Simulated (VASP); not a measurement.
# TaN (P6/mmm) in VASP: further runs

The runs below take TaN through relaxation of cell and atoms, with PBE.

Everything below comes from runs of VASP 6.6.1. Logs are shortened: lines on timing, memory, paths and dates and some standing lists are left out, and cuts for length are marked.

## (1) The cell of the first run

Symmetry: P6/mmm, No. 191, hexagonal system. The conventional cell has a = 5.211 Å, b = 5.211 Å, c = 2.901 Å, α = 90.00°, β = 90.00°, γ = 120.00°. Ta (site symmetry 6/mmm) has 6 N at 2.61 Å and 14 Ta at 2.90 to 3.34 Å within 3.4 Å. Ta (site symmetry -6m2) has 6 N at 2.09 Å and 5 Ta at 2.90 to 3.01 Å within 3.1 Å. Within 3.0 Å of N (site symmetry mmm) lie 6 Ta at 2.09 to 2.61 Å and 6 N at 2.61 to 2.90 Å.

## (2) Relaxation of cell and atoms, PBE, target pressure 8 GPa, at which the enthalpy is minimised

The input, INCAR:

```
PREC = Accurate
ENCUT = 600
EDIFF = 1E-6
ISMEAR = 0
SIGMA = 0.1
LREAL = F
LASPH = T
NELM = 100
ALGO = Normal
ISIF = 3
LWAVE = F
LCHARG = F
GGA = PE
IBRION = 2
NSW = 70
EDIFFG = -0.008
PSTRESS = 80.0
```

The input, KPOINTS:

```
Automatic mesh
0
Gamma
  12 12 12
```

The input, POSCAR:

```
TaN
1.0
    5.2106847850      0.0000000000      0.0000000000
   -2.6053423925      4.5125853949      0.0000000000
    0.0000000000      0.0000000000      2.9006290461
Ta N
3 3
Direct
    0.0000000000      0.0000000000      0.0000000000
    0.3333333333      0.6666666667      0.5000000000
    0.6666666667      0.3333333333      0.5000000000
    0.5000000000      0.0000000000      0.0000000000
    0.5000000000      0.5000000000      0.0000000000
    0.0000000000      0.5000000000      0.0000000000
```

Potentials or basis: VASP PAW PBE potentials, release 64 (Ta_pv, N).

Started as:

```console
> cat potpaw_PBE.64/Ta_pv/POTCAR potpaw_PBE.64/N/POTCAR > POTCAR
> mpirun -np 1 vasp_std > vasp.out
```

OUTCAR:

```text
PREC = Accurate
   ENCUT = 600
   EDIFF = 1E-6
   ISMEAR = 0
   LREAL = F
   LASPH = T
   NELM = 100
   ISIF = 3
   GGA = PE
   IBRION = 2
   NSW = 70
   EDIFFG = -0.008
   PSTRESS = 80.0

 ion  position               nearest neighbor table
   1  0.000  0.000  0.000-   5 2.61   6 2.61   6 2.61   5 2.61   4 2.61   4 2.61   3 3.34   3 3.34
                             2 3.34   2 3.34   2 3.34   3 3.34   2 3.34   3 3.34   2 3.34   3 3.34
   2  0.333  0.667  0.500-   4 2.09   4 2.09   6 2.09   6 2.09   5 2.09   5 2.09   3 3.01   3 3.01
                             3 3.01   1 3.34   1 3.34   1 3.34   1 3.34   1 3.34   1 3.34
   3  0.667  0.333  0.500-   4 2.09   4 2.09   6 2.09   6 2.09   5 2.09   5 2.09   2 3.01   2 3.01
                             2 3.01   1 3.34   1 3.34   1 3.34   1 3.34   1 3.34   1 3.34
   4  0.500  0.000  0.000-   2 2.09   3 2.09   2 2.09   3 2.09   1 2.61   1 2.61
   5  0.500  0.500  0.000-   2 2.09   3 2.09   2 2.09   3 2.09   1 2.61   1 2.61
   6  0.000  0.500  0.000-   2 2.09   3 2.09   2 2.09   3 2.09   1 2.61   1 2.61

  LATTYP: Found a hexagonal cell.
 ALAT       =     5.2106847850
 C/A-ratio  =     0.5566694524

  Lattice vectors:

 A1 = (   5.2106847850,   0.0000000000,   0.0000000000)
 A2 = (  -2.6053423925,   4.5125853949,   0.0000000000)
 A3 = (   0.0000000000,   0.0000000000,   2.9006290461)

Analysis of symmetry for initial positions (statically):
=====================================================================
 Subroutine PRICEL returns:
 Original cell was already a primitive cell.

 Routine SETGRP: Setting up the symmetry group for a
 hexagonal supercell.

 Subroutine GETGRP returns: Found 24 space group operations
 (whereof 24 operations were pure point group operations)
 out of a pool of 24 trial point group operations.

The static configuration has the point symmetry D_6h.

Analysis of symmetry for dynamics (positions and initial velocities):
=====================================================================
 Subroutine PRICEL returns:
 Original cell was already a primitive cell.

 Routine SETGRP: Setting up the symmetry group for a
 hexagonal supercell.

 Subroutine GETGRP returns: Found 24 space group operations
 (whereof 24 operations were pure point group operations)
 out of a pool of 24 trial point group operations.

The dynamic configuration has the point symmetry D_6h.

 Subroutine INISYM returns: Found 24 space group operations
[... 110 lines left out ...]
   NFREE  =      1    steps in history (QN), initial steepest desc. (CG)
   ISIF   =      3    stress and relaxation
   ISYM   =      2    0-nonsym 1-usesym 2-fastsym
   POTIM  = 0.5000    time-step for ionic-motion
   TEBEG  =    0.0;   TEEND  =   0.0 temperature during run
   PSTRESS=   80.0 pullay stress
   NELECT =      48.0000    total number of electrons
   NUPDOWN=      -1.0000    fix difference up-down
   EMIN   =  10.00;   EMAX   =-10.00  energy-range for DOS
   EFERMI =   0.00;   METHOD = LEGACY
   ISMEAR =     0;   SIGMA  =   0.10  broadening in eV -4-tet -1-fermi 0-gaus
   EFERMI_NEDOS =   21; number of points for ismear=-14 and -15
   IALGO  =     38    algorithm
   IMIX   =      4    mixing-type and parameters
     AMIX     =   0.40;   BMIX     =  1.00
     AMIX_MAG =   1.60;   BMIX_MAG =  1.00
  volume/ion in A,a.u.               =      11.37        76.71
  Fermi-wavevector in a.u.,A,eV,Ry     =   1.456189  2.751798 28.850972  2.120487
  Thomas-Fermi vector in A             =   2.573136
   LORBIT       =      0    0 simple, 1 ext, 2 COOP (PROOUT), +10 PAW based schemes
   GGA     = PE    functional components
   LHFCALC =     F    Hartree Fock is set to
   AEXX    =    0.0000 exact exchange contribution
   IVDW    =     0    specifies the selected vdW correction
   LEPSILON=     F    determine dielectric tensor
   LRPA    =     F    only Hartree local field effects (RPA)
 conjugate gradient relaxation of ions
 non-spin polarized calculation
 Gauss-broadening in eV      SIGMA  =   0.10
  energy-cutoff  :      600.00
  volume of cell :       68.20
 maximum number of plane-waves:      2318
 NGX is ok and might be reduce to    42
   NGX = 21   NGY = 21   NGZ = 11

--------------------------------------- Ionic step        1  -------------------------------------------

 number of electron      47.9999999 magnetization

 Free energy of the ion-electron system (eV)
  ---------------------------------------------------
  ext. energy  EPLUGINS =         0.00000000
  ---------------------------------------------------
  free energy    TOTEN  =       -64.74720922 eV

  energy without entropy =      -64.74396026  energy(sigma->0) =      -64.74558474

------------------------ aborting loop because EDIFF is reached ----------------------------------------

  FORCE on cell =-STRESS in cart. coord.  units (eV):
  Direction    XX          YY          ZZ          XY          YZ          ZX
  --------------------------------------------------------------------------------------
  -------------------------------------------------------------------------------------
  Total        3.5940598      3.5940598      4.6137156      0.0000000      0.0000000     -0.0000000
  in kB       84.4274076     84.4274076    108.3799568      0.0000000      0.0000000     -0.0000000
  external PRESSURE =      12.4115907 kB  Pullay stress =      80.0000000 kB
[... 155 lines left out ...]
--------------------------------------- Ionic step        5  -------------------------------------------

 number of electron      48.0000001 magnetization

 Free energy of the ion-electron system (eV)
  ---------------------------------------------------
  ext. energy  EPLUGINS =         0.00000000
  ---------------------------------------------------
  free energy    TOTEN  =       -64.75802628 eV

  energy without entropy =      -64.75465988  energy(sigma->0) =      -64.75634308

 E-fermi :   8.1608     XC(G=0): -13.0022

 val. band max:        8.1538165567   @ k =   0.1667  -0.0000   0.2500
 cond. band min:       8.1820385787   @ k =   0.1667  -0.0000   0.1667
 fundamental gap:      0.0282220220
 Fermi energy:         8.1607747375

 k-point     1 :       0.0000    0.0000    0.0000
  band No.  band energies     occupation
      1     -28.0908      2.00000
      2     -28.0908      2.00000
      3     -27.7109      2.00000
      4     -27.7109      2.00000
      5     -27.4844      2.00000
      6     -27.3803      2.00000
[... 733 lines left out ...]
     27       9.9149      0.00000
     28      10.0385      0.00000

 [... further k-points ...]

------------------------ aborting loop because EDIFF is reached ----------------------------------------

  FORCE on cell =-STRESS in cart. coord.  units (eV):
  Direction    XX          YY          ZZ          XY          YZ          ZX
  --------------------------------------------------------------------------------------
  -------------------------------------------------------------------------------------
  Total        3.4243429      3.4243429      3.4058852      0.0000000      0.0000000      0.0000000
  in kB       80.2382490     80.2382490     79.8057550      0.0000000      0.0000000      0.0000000
  external PRESSURE =       0.0940843 kB  Pullay stress =      80.0000000 kB
[... 25 lines left out ...]
  energy  without entropy=      -64.7546598810  energy(sigma->0) =      -64.75634308

  enthalpy is  TOTEN    =       -61.3438512078 eV   P V=        3.4141750746

 reached required accuracy - stopping structural energy minimisation
```

OSZICAR:

```text
N       E                     dE             d eps       ncg     rms          rms(c)
DAV:   1     0.490594019476E+03    0.49059E+03   -0.29089E+04  7456   0.200E+03
DAV:   2    -0.417289418880E+02   -0.53232E+03   -0.51965E+03  8712   0.540E+02
DAV:   3    -0.746525581008E+02   -0.32924E+02   -0.32204E+02  9140   0.126E+02
[... 40 lines left out ...]
       N       E                     dE             d eps       ncg     rms          rms(c)
DAV:   1    -0.647581283900E+02   -0.16797E-02   -0.54060E-03  7556   0.575E-01    0.723E-02
DAV:   2    -0.647580542351E+02    0.74155E-04   -0.16572E-04  9164   0.987E-02    0.332E-02
DAV:   3    -0.647580266388E+02    0.27596E-04   -0.81862E-05  8992   0.620E-02    0.115E-02
DAV:   4    -0.647580262824E+02    0.35638E-06   -0.40018E-06  7800   0.140E-02
   5 F= -.61343851E+02 E0= -.61342168E+02  d E =-.322051E-03
```

Run time: 9 min. Hardware: 1 thread of Intel Xeon 6975P-C (Granite Rapids), shared host; peak memory 0.4 GiB.

Results:

```yaml
Free_energy: -64.7580 eV
Relaxed_volume: 11.40 Å³/atom
Relaxed_cell: a = 5.207 Å, b = 5.207 Å, c = 2.912 Å, α = 90.00°, β = 90.00°, γ = 120.00°
Space_group_after_relaxing_to_0.1_Å: P6/mmm (No. 191)
Energy_change_on_relaxing_the_run_minimises_the_enthalpy: -1.8 meV/atom
Ionic_steps: 5
Pressure_after_relaxing: 8.0 GPa
Band_gap_on_the_k_mesh: zero (bands 24 and 25 overlap by 2.15 eV)
```

The path:
| step | energy change (eV) | largest force (eV/Å) | pressure (GPa) | volume (Å³) |
| --- | --- | --- | --- | --- |
| 1 | 0.0000 | 0.0000 | 9.24 | 68.20 |
| 2 | -0.0363 | 0.0000 | 4.38 | 69.08 |
| 3 | -0.0155 | 0.0000 | 7.69 | 68.48 |
| 4 | -0.0092 | 0.0000 | 8.12 | 68.35 |
| 5 | -0.0108 | 0.0000 | 8.01 | 68.38 |

Final structure:
```cif
data_structure
_symmetry_space_group_name_H-M 'P 1'
_symmetry_Int_Tables_number 1
_cell_length_a 5.2070
_cell_length_b 5.2070
_cell_length_c 2.9120
_cell_angle_alpha 90.000
_cell_angle_beta 90.000
_cell_angle_gamma 120.000
_cell_volume 68.38
loop_
_atom_site_label
_atom_site_type_symbol
_atom_site_fract_x
_atom_site_fract_y
_atom_site_fract_z
_atom_site_occupancy
Ta1 Ta 0.00000 0.00000 0.00000 1
Ta2 Ta 0.33333 0.66667 0.50000 1
Ta3 Ta 0.66667 0.33333 0.50000 1
N1 N 0.50000 0.00000 0.00000 1
N2 N 0.50000 0.50000 0.00000 1
N3 N 0.00000 0.50000 0.00000 1
```

Levels at points of the mesh, in eV from the Fermi level:
```
           k point  band 21  band 22  band 23  band 24  band 25  band 26  band 27  band 28
(0.00, 0.00, 0.00)    -3.07    -2.54    -2.11    -1.27    -1.27     0.80     0.80     1.17
(0.50, 0.00, 0.00)    -3.45    -2.97    -1.74    -0.74     1.28     1.79     1.81     2.22
(0.00, 0.00, 0.50)    -3.15    -3.15    -1.97     0.83     0.83     1.43     1.71     2.45
(0.50, 0.00, 0.50)    -3.42    -3.14    -2.18    -1.27     1.00     1.32     3.02     3.34
```

Caveat: the cell is relaxed towards a set pressure, so the run minimises the enthalpy, not the energy; spin-orbit coupling is left out, which moves the levels of the heavy elements.

## (3) Relaxation of cell and atoms, PBE, target pressure -3 GPa, at which the enthalpy is minimised

This run uses another cell than the first one, of 12.02 Å³/atom.

The input, INCAR:

```
PREC = Accurate ; ENCUT = 600
EDIFF = 1E-6 ; ISMEAR = 0
SIGMA = 0.1 ; LREAL = False
LASPH = True ; NELM = 60
ALGO = Normal ; ISIF = 3
LWAVE = False ; LCHARG = False
GGA = PE ; IBRION = 2
NSW = 70 ; EDIFFG = -0.008
PSTRESS = -30.0
```

KPOINTS is that of step 2.

Changes to POSCAR since step 2:

```diff
@@ -2,5 +2,5 @@
 1.0
-    5.2106847850      0.0000000000      0.0000000000
-   -2.6053423925      4.5125853949      0.0000000000
-    0.0000000000      0.0000000000      2.9006290461
+    5.3137387485      0.0000000000      0.0000000000
+   -2.6568693743      4.6018327453      0.0000000000
+    0.0000000000      0.0000000000      2.9496548072
 Ta N
```

Potentials or basis: VASP PAW PBE potentials, release 64 (Ta_pv, N).

Started as:

```console
> cat potpaw_PBE.64/Ta_pv/POTCAR potpaw_PBE.64/N/POTCAR > POTCAR
> mpirun -np 1 vasp_std > vasp.out
```

It took 5.8 min on 1 thread of AMD EPYC 9R45 (Zen 5), shared host; peak memory 0.37 GiB.

The run converged. Its results:

```yaml
Free_energy: -64.8011 eV
Relaxed_volume: 11.84 Å³/atom
Relaxed_cell: a = 5.293 Å, b = 5.293 Å, c = 2.928 Å, α = 90.00°, β = 90.00°, γ = 120.00°
Space_group_after_relaxing_to_0.1_Å: P6/mmm (No. 191)
Energy_change_on_relaxing_the_run_minimises_the_enthalpy: -6.2 meV/atom
Ionic_steps: 3
Pressure_after_relaxing: -3.1 GPa
Band_gap_on_the_k_mesh: zero (bands 24 and 25 overlap by 2.05 eV)
```

Stress tensor (GPa, compression positive):
```
-3.11  0.00  0.00
 0.00 -3.11  0.00
 0.00  0.00 -3.02
```

The path:
```tsv
step	energy change (eV)	largest force (eV/Å)	pressure (GPa)	volume (Å³)
1	0.0000	0.0000	-7.48	72.13
2	0.0062	0.0000	8.12	68.67
3	-0.0371	0.0000	-3.08	71.05
```

Final structure:
```
Ta N
1.0
     5.29307    0.00000    0.00000
    -2.64654    4.58393    0.00000
     0.00000    0.00000    2.92847
Ta N
3 3
Direct
  0.00000 0.00000 0.00000
  0.33333 0.66667 0.50000
  0.66667 0.33333 0.50000
  0.50000 0.00000 0.00000
  0.50000 0.50000 0.00000
  0.00000 0.50000 0.00000
```

Levels at points of the mesh, in eV from the Fermi level:
```
           k point  band 22  band 23  band 24  band 25  band 26  band 27
(0.00, 0.00, 0.00)    -2.47    -2.11    -1.22    -1.22     0.85     0.85
(0.50, 0.00, 0.00)    -2.99    -1.71    -0.77     1.18     1.72     1.73
(0.00, 0.00, 0.50)    -3.10    -1.90     0.78     0.78     1.49     1.54
(0.50, 0.00, 0.50)    -2.98    -2.06    -1.23     0.95     1.23     2.89
```

Caveat: the cell is relaxed towards a set pressure, so the run minimises the enthalpy, not the energy; spin-orbit coupling is left out, which moves the levels of the heavy elements.

(Continued in part 2 of 2.)
